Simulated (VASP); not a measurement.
# HfN: single point with PBEsol

HfN:

```
Hf N
1.0
     0.00000    2.26607    2.26607
     2.26607    0.00000    2.26607
     2.26607    2.26607    0.00000
Hf N
1 1
Cartesian
  0.0000 0.0000 0.0000
  2.2661 2.2661 2.2661
```

```yaml
Program: VASP 6.6.1
Task: single point
Functional: PBEsol
Potentials_or_basis: VASP PAW PBE potentials, release 64 (Hf_pv, N)
Cutoff: 520 eV
k_mesh: 16 × 16 × 16
Occupations: fermi-dirac, width 0.15 eV
Spin: no spin polarisation
```

```
Pressure               : -7.5 GPa
Band gap on the k mesh : zero (an odd number of electrons rules out a gap without spin polarisation)
```

Levels at points of the mesh, in eV from the Fermi level:
```
           k point  band 4  band 5  band 6  band 7  band 8  band 9  band 10  band 11  band 12  band 13
(0.00, 0.00, 0.00)  -17.38   -2.97   -2.97   -2.97   -0.36   -0.36    -0.36     1.73     1.93     1.93
(0.50, 0.00, 0.00)  -14.66   -8.84   -6.12   -6.12    3.26    3.67     3.67     4.36     8.76     8.76
(0.50, 0.50, 0.00)  -16.26   -5.38   -3.79   -3.65   -3.65    4.05     5.48     5.48     5.50     7.82
```

Wall time 17 s on 1 thread of Intel(R) Xeon(R) Platinum 8488C (Sapphire Rapids), on a shared host, peak memory 0.17 GiB.

Caveat: the cell stands under tension; the PAW data sets were made with another functional, which shifts forces and pressure a little; spin-orbit coupling is left out, which moves the levels of the heavy elements.
